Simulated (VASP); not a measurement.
A run of VASP 6.6.1:

The input INCAR:

```
SYSTEM = In
  PREC = Accurate
  ENCUT = 520
  EDIFF = 1E-6
  ISMEAR = -1
  SIGMA = 0.05
  LREAL = .False.
  LASPH = .True.
  NELM = 60
  ALGO = Normal
  ISIF = 2
  LWAVE = .False.
  LCHARG = .False.
  GGA = PE
  NBANDS = 12
```

Contents of KPOINTS:

```
Automatic mesh
0
Gamma
  11 11 11
  0 0 0
```

Contents of POSCAR:

```
In
1.0
   -1.6035014962      1.6035014962      2.4402675233
    1.6035014962     -1.6035014962      2.4402675233
    1.6035014962      1.6035014962     -2.4402675233
In
1
Direct
    0.0000000000      0.0000000000      0.0000000000
```

Potentials or basis: VASP PAW PBE potentials, release 64 (In_d).

Launch:

```bash
$ cat potpaw_PBE.64/In_d/POTCAR > POTCAR
$ mpirun -np 1 vasp_std > vasp.out
```

Hardware: 1 thread of Intel Xeon 8259CL, on a shared host.

**Question.** Estimate the wall time of this run.

**Answer.** Run time: 59 s on 1 thread of Intel Xeon 8259CL, on a shared host, peak memory 0.18 GiB. Counts: scf iterations 10, k points 126.
